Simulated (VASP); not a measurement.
Write the native input for VASP 6.6.1 that does the following.

```yaml
Task: single point
Functional: PBE
Potentials_or_basis: VASP PAW PBE potentials, release 64 (Ti_sv, O)
Cutoff: 520 eV
k_mesh: 6 × 6 × 4
Occupations: gaussian, width 0.02 eV
Spin: no spin polarisation
Hubbard_terms: Ti d U = 4.0 eV
Dipole_correction: no
Further_INCAR_settings: ALGO = Normal; EDIFF = 1e-06; NBANDS = 60
```

The structure of TiO2 lies in POSCAR:

```
TiO2
1.0
    3.7607306762      0.0000000000      0.0000000000
    0.0000000000      3.7607306762      0.0000000000
    0.0000000000      0.0000000000      9.8630889208
Ti O
4 8
Direct
    0.0000000000      0.0000000000      0.0000000000
    0.0000000000      0.5000000000      0.2500000000
    0.5000000000      0.5000000000      0.5000000000
    0.5000000000      0.0000000000      0.7500000000
    0.0000000000      0.5000000000      0.4552981748
    0.0000000000      0.0000000000      0.2052981748
    0.0000000000      0.5000000000      0.0447018252
    0.5000000000      0.5000000000      0.2947018252
    0.5000000000      0.0000000000      0.9552981748
    0.5000000000      0.5000000000      0.7052981748
    0.5000000000      0.0000000000      0.5447018252
    0.0000000000      0.0000000000      0.7947018252
```

This cell differs from its parent crystal: biaxial strain in the a-b plane: -1.5 %.

The input as run:

INCAR

```
  PREC = Accurate
  ENCUT = 520
  EDIFF = 1E-6
  ISMEAR = 0
  SIGMA = 0.02
  LREAL = False
  LASPH = True
  NELM = 150
  ALGO = Normal
  ISIF = 2
  LWAVE = False
  LCHARG = False
  LMAXMIX = 4
  LDAU = True
  LDAUTYPE = 2
  LDAUL = 2 -1
  LDAUU = 4 0
  LDAUJ = 0 0
  LDAUPRINT = 1
  GGA = PE
  NBANDS = 60
```

KPOINTS

```
regular mesh
0
Gamma
  6 6 4
```

Potentials or basis: VASP PAW PBE potentials, release 64 (Ti_sv, O).

The run is started by

```console
$ cat potpaw_PBE.64/Ti_sv/POTCAR potpaw_PBE.64/O/POTCAR > POTCAR
$ mpirun -np 1 vasp_std > vasp.out
```

Results of the run:

```json
{
  "Pressure": "9.0 GPa",
  "Largest force": "0.043 eV/Å",
  "Band gap on the k mesh": "2.80 eV"
}
```

Caveat: the cell differs from its parent crystal (biaxial strain in the a-b plane: -1.5 %); the stress differs along the axes, from 4 to 11 GPa.

Wall time 4.6 min on 1 thread of Intel(R) Xeon(R) Platinum 8488C (Sapphire Rapids) (shared host), peak memory 0.33 GiB.
